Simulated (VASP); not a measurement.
# SiC (Moissanite 3C) (F-43m) in VASP: notebook

SiC (Moissanite 3C) is run at these levels: LDA, PBE, PBEsol+D3(BJ); tasks: vibrations by perturbation theory, electric field gradients, density of states.

All numbers are computed with VASP 6.6.1; they aren't measurements. Logs are shortened: lines on timing, memory, paths and dates and some standing lists are left out, and cuts for length are marked.

### 1 The cell of the first run

The structure is cubic, space group F-43m (No. 216). The conventional cell has a = 4.358 Å, b = 4.358 Å, c = 4.358 Å, α = 90.00°, β = 90.00°, γ = 90.00°. Si (site symmetry -43m) has 4 C at 1.89 Å within 2.5 Å. Within 2.5 Å of C (site symmetry -43m) lie 4 Si at 1.89 Å.

### 2 Vibrations by perturbation theory, LDA

Input file INCAR:

```
PREC     = Accurate       # precision mode
ENCUT    = 520            # plane-wave cutoff, eV
EDIFF    = 1E-8           # SCF threshold, eV
ISMEAR   = -1             # smearing method
SIGMA    = 0.05           # smearing width, eV
LREAL    = F              # projectors in reciprocal space
LASPH    = T              # aspherical terms in the spheres
NELM     = 80             # most SCF steps
ALGO     = Normal         # electronic algorithm
ISIF     = 2              # what is computed and relaxed
LWAVE    = F              # write WAVECAR
LCHARG   = F              # write CHGCAR
NBANDS   = 11             # bands
IBRION   = 8              # ionic algorithm
NSW      = 1              # ionic steps
```

Input file KPOINTS:

```
Automatic mesh
0
Gamma
  7 7 7
```

Input file POSCAR:

```
SiC
1.0
    0.0000000000      2.1790000000      2.1790000000
    2.1790000000      0.0000000000      2.1790000000
    2.1790000000      2.1790000000      0.0000000000
Si C
1 1
Direct
    0.0000000000      0.0000000000      0.0000000000
    0.7500000000      0.7500000000      0.7500000000
```

Potentials or basis: VASP PAW LDA potentials, release 64 (Si, C).

Started as:

```sh
$ cat potpaw_LDA.64/Si/POTCAR potpaw_LDA.64/C/POTCAR > POTCAR
$ mpirun -np 1 vasp_std > vasp.out
```

OUTCAR:

```text
PREC = Accurate
   ENCUT = 520
   EDIFF = 1E-8
   ISMEAR = -1
   LREAL = F
   LASPH = T
   NELM = 80
   ISIF = 2
   IBRION = 8
   NSW = 1

 ion  position               nearest neighbor table
   1  0.000  0.000  0.000-   2 1.89   2 1.89   2 1.89   2 1.89
   2  0.750  0.750  0.750-   1 1.89   1 1.89   1 1.89   1 1.89

  LATTYP: Found a face centered cubic cell.
 ALAT       =     4.3580000000

  Lattice vectors:

 A1 = (   0.0000000000,   2.1790000000,   2.1790000000)
 A2 = (   2.1790000000,   0.0000000000,   2.1790000000)
 A3 = (   2.1790000000,   2.1790000000,   0.0000000000)

Analysis of symmetry for initial positions (statically):
=====================================================================
 Subroutine PRICEL returns:
 Original cell was already a primitive cell.

 Routine SETGRP: Setting up the symmetry group for a
 face centered cubic supercell.

 Subroutine GETGRP returns: Found 24 space group operations
 (whereof 24 operations were pure point group operations)
 out of a pool of 48 trial point group operations.

The static configuration has the point symmetry T_d .

Analysis of symmetry for dynamics (positions and initial velocities):
=====================================================================
 Subroutine PRICEL returns:
 Original cell was already a primitive cell.

 Routine SETGRP: Setting up the symmetry group for a
 face centered cubic supercell.

 Subroutine GETGRP returns: Found 24 space group operations
 (whereof 24 operations were pure point group operations)
 out of a pool of 48 trial point group operations.

The dynamic configuration has the point symmetry T_d .

 Subroutine INISYM returns: Found 24 space group operations
 (whereof 24 operations are pure point group operations),
 and found     1 'primitive' translations

----------------------------------------------------------------------------------------

                                     Primitive cell

  volume of cell :      20.6920
[... 429 lines left out ...]

 VOLUME and BASIS-vectors are now :
 -----------------------------------------------------------------------------
  energy-cutoff  :      520.00
  volume of cell :       20.69
      direct lattice vectors                 reciprocal lattice vectors
     0.000000000  2.179000000  2.179000000    -0.229463056  0.229463056  0.229463056
     2.179000000  0.000000000  2.179000000     0.229463056 -0.229463056  0.229463056
     2.179000000  2.179000000  0.000000000     0.229463056  0.229463056 -0.229463056

 POSITION                                       TOTAL-FORCE (eV/Angst)
 -----------------------------------------------------------------------------------
      0.00000      0.00000      0.00000        -0.000000     -0.000000      0.000000
      3.26850      3.26850      3.26850         0.000000      0.000000     -0.000000
 -----------------------------------------------------------------------------------
    total drift:                               -0.000000     -0.000000     -0.000000

  FREE ENERGIE OF THE ION-ELECTRON SYSTEM (eV)
  ---------------------------------------------------
  free  energy   TOTEN  =       -16.6344695570 eV

  energy  without entropy=      -16.6344695482  energy(sigma->0) =      -16.63446955

[... ionic steps 2 to 3 ...]

--------------------------------------- Ionic step        4  -------------------------------------------

------------------------ aborting loop because EDIFF is reached ----------------------------------------

[... ionic steps 5 to 6 ...]

--------------------------------------- Ionic step        7  -------------------------------------------

 Free energy of the ion-electron system (eV)
  ---------------------------------------------------
  ---------------------------------------------------
  free energy    TOTEN  =        -0.12390250 eV

  energy without entropy =       -0.12390250

------------------------ aborting loop because EDIFF is reached ----------------------------------------

 INTERNAL STRAIN TENSOR  FOR ION    2  DIRECTION 1   (eV/Angst):
 -----------------------------------------------------------------------------
    -0.00185  0.00000  0.00000
     0.00000  0.00014  7.58138
     0.00000  7.58138  0.00014

 INTERNAL STRAIN TENSOR FOR ION    2 for displacements in x,y,z  (eV/Angst):
          X           Y           Z          XY          YZ          ZX
  --------------------------------------------------------------------------------
  x     0.00000     0.00000     0.00000     0.00000     7.58138     0.00000
  y    -0.00000     0.00000    -0.00000     0.00000     0.00000     7.58138
  z     0.00000     0.00000     0.00000     7.58138     0.00000     0.00000

 SECOND DERIVATIVES (NOT SYMMETRIZED)
 ------------------------------------
               1X          1Y          1Z          2X          2Y          2Z
  1X   -18.827188    0.000000    0.000000   18.827188    0.000000    0.000000
  1Y     0.000000  -18.827188    0.000000    0.000000   18.827188    0.000000
  1Z     0.000000    0.000000  -18.827188    0.000000    0.000000   18.827188
  2X    18.825602    0.000000    0.000000  -18.825602    0.000000    0.000000
  2Y     0.000000   18.825602    0.000000    0.000000  -18.825602    0.000000
  2Z     0.000000    0.000000   18.825602    0.000000    0.000000  -18.825602

 Eigenvectors and eigenvalues of the dynamical matrix
 ----------------------------------------------------

   1 f  =   23.385915 THz   146.938038 2PiTHz  780.070162 cm-1    96.716330 meV
             X         Y         Z           dx          dy          dz
      0.000000  0.000000  0.000000     0.547333    0.000000   -0.000000
      3.268500  3.268500  3.268500    -0.836915   -0.000000   -0.000000
[... 21 lines left out ...]
   6 f/i=    0.000451 THz     0.002836 2PiTHz    0.015056 cm-1     0.001867 meV
             X         Y         Z           dx          dy          dz
      0.000000  0.000000  0.000000    -0.005162   -0.578138   -0.605109
      3.268500  3.268500  3.268500    -0.003376   -0.378096   -0.395735

--------------------------------------------------------------------------------------------------------

 ELASTIC MODULI CONTR FROM IONIC RELAXATION (kBar)
 Direction    XX          YY          ZZ          XY          YZ          ZX
 --------------------------------------------------------------------------------
 XX          -0.0000     -0.0000      0.0000      0.0000     -0.0000     -0.0000
 YY          -0.0000     -0.0000     -0.0000      0.0000      0.0000     -0.0000
 ZZ           0.0000     -0.0000     -0.0000     -0.0000      0.0000     -0.0000
 XY           0.0000      0.0000     -0.0000   -218.6067      0.0000      0.0000
 YZ          -0.0000      0.0000      0.0000      0.0000   -218.6067      0.0000
 ZX          -0.0000     -0.0000     -0.0000      0.0000      0.0000   -218.6067
 --------------------------------------------------------------------------------
```

OSZICAR:

```text
N       E                     dE             d eps       ncg     rms          rms(c)
DAV:   1     0.306692055038E+01    0.30669E+01   -0.41292E+03   448   0.625E+02
DAV:   2    -0.180431927261E+02   -0.21110E+02   -0.20215E+02   566   0.113E+02
[... 38 lines left out ...]
RMM:   6    -0.123906335670E+00   -0.44383E-05   -0.84794E-07  2378   0.200E-03    0.906E-04
RMM:   7    -0.123902056511E+00    0.42792E-05   -0.45485E-07  2391   0.416E-04    0.874E-05
RMM:   8    -0.123902560423E+00   -0.50391E-06    0.25471E-09  2384   0.877E-05    0.289E-05
RMM:   9    -0.123902475025E+00    0.85399E-07    0.28398E-08  2507   0.329E-05    0.432E-06
RMM:  10    -0.123902500271E+00   -0.25247E-07   -0.23910E-09  2483   0.181E-05    0.176E-06
RMM:  11    -0.123902500003E+00    0.26799E-09    0.24593E-09  2098   0.157E-05    0.217E-07
 Linear response finished
```

stdout:

```text
POSCAR found type information on POSCAR SiC
 POSCAR found :  2 types and       2 ions
 scaLAPACK will be used
 LDA part: xc-table for (Slater(with rela. corr.)+CA(PZ))
 , standard interpolation
 POSCAR, INCAR and KPOINTS ok, starting setup
 FFT: planning ... GRIDC
 FFT: planning ... GRID_SOFT
 FFT: planning ... GRID
 WAVECAR not read
 entering main loop
 Linear response reoptimize wavefunctions to high precision
 Linear response DOF=           2
 Linear response progress:
 first order change of Fermi-energy  -0.61605E-02
 force on displaced ion       1 direction 1 : -18.827   0.000   0.000
 Linear response progress:
 first order change of Fermi-energy   0.10672E-01
 force on displaced ion       2 direction 1 : -18.826  -0.000  -0.000
 Linear response finished
```

It used 23 s of CPU time on 1 thread of Intel Xeon 6975P-C, with other jobs on the host.

What came out:

| Item | Value |
| --- | --- |
| Highest phonon frequency at Γ, LO-TO splitting left out | 780 cm⁻¹ |

Phonon frequencies in cm⁻¹ (negative: imaginary):
```
              q point        frequencies
(0.000, 0.000, 0.000)  0 0 0 780 780 780
```

Caveat: the cell wasn't relaxed at this level first, which shifts response properties.

### 3 Electric field gradients, PBE

Input file INCAR:

```
ALGO = Normal ; EDIFF = 1E-8
ENCUT = 520 ; GGA = PE
GGA_COMPAT = False ; ISIF = 2
ISMEAR = -1 ; LASPH = True
LCHARG = False ; LEFG = True
LREAL = False ; LWAVE = False
NBANDS = 11 ; NELM = 120
PREC = Accurate ; SIGMA = 0.05
```

Input file KPOINTS:

```
k-points
0
Gamma
  10 10 10
```

POSCAR is that of step 2.

Potentials or basis: VASP PAW PBE potentials, release 64 (Si, C).

Started as:

```sh
$ cat potpaw_PBE.64/Si/POTCAR potpaw_PBE.64/C/POTCAR > POTCAR
$ mpirun -np 1 vasp_std > vasp.out
```

OUTCAR:

```text
EDIFF = 1E-8
   ENCUT = 520
   GGA = PE
   ISIF = 2
   ISMEAR = -1
   LASPH = True
   LREAL = False
   NELM = 120
   PREC = Accurate

 ion  position               nearest neighbor table
   1  0.000  0.000  0.000-   2 1.89   2 1.89   2 1.89   2 1.89
   2  0.750  0.750  0.750-   1 1.89   1 1.89   1 1.89   1 1.89

  LATTYP: Found a face centered cubic cell.
 ALAT       =     4.3580000000

  Lattice vectors:

 A1 = (   0.0000000000,   2.1790000000,   2.1790000000)
 A2 = (   2.1790000000,   0.0000000000,   2.1790000000)
 A3 = (   2.1790000000,   2.1790000000,   0.0000000000)

Analysis of symmetry for initial positions (statically):
=====================================================================
 Subroutine PRICEL returns:
 Original cell was already a primitive cell.

 Routine SETGRP: Setting up the symmetry group for a
 face centered cubic supercell.

 Subroutine GETGRP returns: Found 24 space group operations
 (whereof 24 operations were pure point group operations)
 out of a pool of 48 trial point group operations.

The static configuration has the point symmetry T_d .

Analysis of symmetry for dynamics (positions and initial velocities):
=====================================================================
 Subroutine PRICEL returns:
 Original cell was already a primitive cell.

 Routine SETGRP: Setting up the symmetry group for a
 face centered cubic supercell.

 Subroutine GETGRP returns: Found 24 space group operations
 (whereof 24 operations were pure point group operations)
 out of a pool of 48 trial point group operations.

The dynamic configuration has the point symmetry T_d .

 Subroutine INISYM returns: Found 24 space group operations
 (whereof 24 operations are pure point group operations),
 and found     1 'primitive' translations

----------------------------------------------------------------------------------------

                                     Primitive cell

  volume of cell :      20.6920

  direct lattice vectors                    reciprocal lattice vectors
     0.000000000  2.179000000  2.179000000    -0.229463056  0.229463056  0.229463056
     2.179000000  0.000000000  2.179000000     0.229463056 -0.229463056  0.229463056
     2.179000000  2.179000000  0.000000000     0.229463056  0.229463056 -0.229463056

  length of vectors
     3.081571352  3.081571352  3.081571352     0.397441672  0.397441672  0.397441672

  position of ions in fractional coordinates (direct lattice)
     0.000000000  0.000000000  0.000000000
     0.750000000  0.750000000  0.750000000

  ion indices of the primitive-cell ions
   primitive index   ion index
                 1           1
                 2           2

----------------------------------------------------------------------------------------

 KPOINTS: k-points

Automatic generation of k-mesh.
 Grid dimensions read from file:
 generate k-points for:   10   10   10
[... 72 lines left out ...]
   POTIM  = 0.5000    time-step for ionic-motion
   TEBEG  =    0.0;   TEEND  =   0.0 temperature during run
   PSTRESS=    0.0 pullay stress
   NELECT =       8.0000    total number of electrons
   NUPDOWN=      -1.0000    fix difference up-down
   EMIN   =  10.00;   EMAX   =-10.00  energy-range for DOS
   EFERMI =   0.00;   METHOD = LEGACY
   ISMEAR =    -1;   SIGMA  =   0.05  broadening in eV -4-tet -1-fermi 0-gaus
   EFERMI_NEDOS =   21; number of points for ismear=-14 and -15
   IALGO  =     38    algorithm
   IMIX   =      4    mixing-type and parameters
     AMIX     =   0.40;   BMIX     =  1.00
     AMIX_MAG =   1.60;   BMIX_MAG =  1.00
  volume/ion in A,a.u.               =      10.35        69.82
  Fermi-wavevector in a.u.,A,eV,Ry     =   1.192626  2.253736 19.352338  1.422357
  Thomas-Fermi vector in A             =   2.328660
   LORBIT       =      0    0 simple, 1 ext, 2 COOP (PROOUT), +10 PAW based schemes
   GGA     = PE    functional components
   LHFCALC =     F    Hartree Fock is set to
   AEXX    =    0.0000 exact exchange contribution
   IVDW    =     0    specifies the selected vdW correction
   LEPSILON=     F    determine dielectric tensor
   LRPA    =     F    only Hartree local field effects (RPA)
 non-spin polarized calculation
  energy-cutoff  :      520.00
  volume of cell :       20.69
 maximum number of plane-waves:       568
   NGX = 11   NGY = 11   NGZ = 11

 number of electron       8.0000001 magnetization

 Free energy of the ion-electron system (eV)
  ---------------------------------------------------
  ext. energy  EPLUGINS =         0.00000000
  ---------------------------------------------------
  free energy    TOTEN  =       -15.05771939 eV

  energy without entropy =      -15.05771937  energy(sigma->0) =      -15.05771938

 E-fermi :   8.8049     XC(G=0): -11.3562

 val. band max:        8.1069895580   @ k =   0.0000   0.0000   0.0000
 cond. band min:       9.4639204145   @ k =   0.5000   0.5000   0.0000
 fundamental gap:      1.3569308564
 Fermi energy:         8.8049108249

 k-point     1 :       0.0000    0.0000    0.0000
  band No.  band energies     occupation
      1      -7.2963      2.00000
      2       8.1070      2.00000
      3       8.1070      2.00000
      4       8.1070      2.00000
      5      14.3410      0.00000
      6      15.4143      0.00000
      7      15.4143      0.00000
      8      15.4143      0.00000
      9      22.6135      0.00000
     10      22.6135      0.00000
     11      24.5878      0.00000
[... 309 lines left out ...]
 k-point    24 :       0.4000    0.3000    0.0000
  band No.  band energies     occupation
      1      -4.1553      2.00000
      2       2.5270      2.00000
      3       4.9559      2.00000
      4       5.4825      2.00000
      5      10.9768      0.00000
      6      13.7316      0.00000
      7      19.7292      0.00000
      8      20.0394      0.00000
      9      21.8760      0.00000
     10      26.1840      0.00000
     11      29.3670      0.00000

 [... further k-points ...]
[... 5 lines left out ...]
  --------------------------------------------------------------------------------------
  -------------------------------------------------------------------------------------
  Total        0.4146484      0.4146484      0.4146484      0.0000000      0.0000000      0.0000000
  in kB       32.1062010     32.1062010     32.1062010      0.0000000      0.0000000      0.0000000
  external PRESSURE =      32.1062010 kB  Pullay stress =       0.0000000 kB

 VOLUME and BASIS-vectors are now :
 -----------------------------------------------------------------------------
  energy-cutoff  :      520.00
  volume of cell :       20.69
      direct lattice vectors                 reciprocal lattice vectors
     0.000000000  2.179000000  2.179000000    -0.229463056  0.229463056  0.229463056
     2.179000000  0.000000000  2.179000000     0.229463056 -0.229463056  0.229463056
     2.179000000  2.179000000  0.000000000     0.229463056  0.229463056 -0.229463056

 POSITION                                       TOTAL-FORCE (eV/Angst)
 -----------------------------------------------------------------------------------
      0.00000      0.00000      0.00000        -0.000000     -0.000000     -0.000000
      3.26850      3.26850      3.26850         0.000000      0.000000      0.000000
 -----------------------------------------------------------------------------------
    total drift:                               -0.000000     -0.000000     -0.000000

  FREE ENERGIE OF THE ION-ELECTRON SYSTEM (eV)
  ---------------------------------------------------
  free  energy   TOTEN  =       -15.0577193915 eV

  energy  without entropy=      -15.0577193744  energy(sigma->0) =      -15.05771938

 Electric field gradients (V/A^2)
---------------------------------------------------------------------
 ion       V_xx      V_yy      V_zz      V_xy      V_xz      V_yz
---------------------------------------------------------------------
   1       0.000    -0.000    -0.000     0.000     0.000     0.000
   2      -0.000    -0.000     0.000     0.000     0.000     0.000
---------------------------------------------------------------------

 Electric field gradients after diagonalization (V/A^2)
 (convention: |V_zz| > |V_xx| > |V_yy|)
----------------------------------------------------------------------
 ion       V_xx      V_yy      V_zz     asymmetry (V_yy - V_xx)/ V_zz
----------------------------------------------------------------------
   1      -0.000    -0.000     0.000       0.000
   2      -0.000    -0.000     0.000       0.000
----------------------------------------------------------------------

           NMR quadrupolar parameters

 Cq : quadrupolar parameter    Cq=e*Q*V_zz/h
 eta: asymmetry parameters     (V_yy - V_xx)/ V_zz
 Q  : nuclear electric quadrupole moment in mb (millibarn)
----------------------------------------------------------------------
 ion       Cq(MHz)       eta       Q (mb)
----------------------------------------------------------------------
   1       0.000       0.000       1.000
   2       0.000       0.000       1.000
----------------------------------------------------------------------
```

stdout:

```text
POSCAR found type information on POSCAR SiC
 POSCAR found :  2 types and       2 ions
 scaLAPACK will be used
 LDA part: xc-table for (Slater+PW92), standard interpolation
 POSCAR, INCAR and KPOINTS ok, starting setup
 FFT: planning ... GRIDC
 FFT: planning ... GRID_SOFT
 FFT: planning ... GRID
 WAVECAR not read
 entering main loop
ion   1

ion   2
```

It took 4.3 s on 1 thread of Intel Xeon 6975P-C (Granite Rapids), shared host; peak memory 0.13 GiB.

Results:

```yaml
Free_energy: -15.0577 eV
Pressure: 3.2 GPa
Band_gap_on_the_k_mesh: 1.36 eV, indirect (least direct gap 4.54 eV)
```

Levels at points of the mesh, in eV from the valence-band top:
```tsv
k point	band 1	band 2	band 3	band 4	band 5	band 6	band 7	band 8	band 9
(0.00, 0.00, 0.00)	-15.40	0.00	0.00	0.00	6.23	7.31	7.31	7.31	14.51
(0.50, 0.00, 0.00)	-11.84	-8.53	-1.05	-1.05	5.43	7.23	7.23	10.05	16.20
(0.50, 0.50, 0.00)	-10.39	-7.79	-3.18	-3.18	1.36	4.32	14.04	14.04	14.79
```

Caveat: without QUAD_EFG the Cq values of the log hold for a quadrupole moment of 1 mb, not for the nuclei. A k mesh can miss the band edges.

(Continued in part 2 of 2.)
